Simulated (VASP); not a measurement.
Write the native input for VASP 6.6.1 that does the following.

```yaml
Task: single point
Functional: PBE
Potentials_or_basis: VASP PAW PBE potentials, release 64 (Zn, S)
Cutoff: 520 eV
k_mesh: 6 × 6 × 6
Occupations: gaussian, width 0.01 eV
Spin: no spin polarisation
Dipole_correction: no
Further_INCAR_settings: ALGO = Normal; EDIFF = 1e-06; NBANDS = 16
```

The structure of ZnS lies in POSCAR:

```
ZnS
1.0
    0.0000000000      2.6940858343      2.6940858343
    2.6940858343      0.0000000000      2.6940858343
    2.6940858343      2.6940858343      0.0000000000
Zn S
1 1
Direct
    0.0000000000      0.0000000000      0.0000000000
    0.2500000000      0.2500000000      0.2500000000
```

The input as run:

INCAR

```
SYSTEM = ZnS
ALGO = Normal
EDIFF = 1E-6
ENCUT = 520
GGA = PE
ISIF = 2
ISMEAR = 0
LASPH = .TRUE.
LCHARG = .TRUE.
LELF = .TRUE.
LREAL = .FALSE.
LVHAR = .TRUE.
LWAVE = .FALSE.
NBANDS = 16
NELM = 80
PREC = Accurate
SIGMA = 0.01
```

KPOINTS

```
k-points
0
G
  6 6 6
  0 0 0
```

Potentials or basis: VASP PAW PBE potentials, release 64 (Zn, S).

The run is started by

```console
$ cat potpaw_PBE.64/Zn/POTCAR potpaw_PBE.64/S/POTCAR > POTCAR
$ mpirun -np 1 vasp_std > vasp.out
```

Results of the run:

The pressure is 2.5 GPa. The band gap on the k mesh is 2.15 eV, direct.

Run time: 8.4 s on 1 thread of AMD EPYC 7R13 Processor (Zen 3) (shared host), peak memory 0.12 GiB.
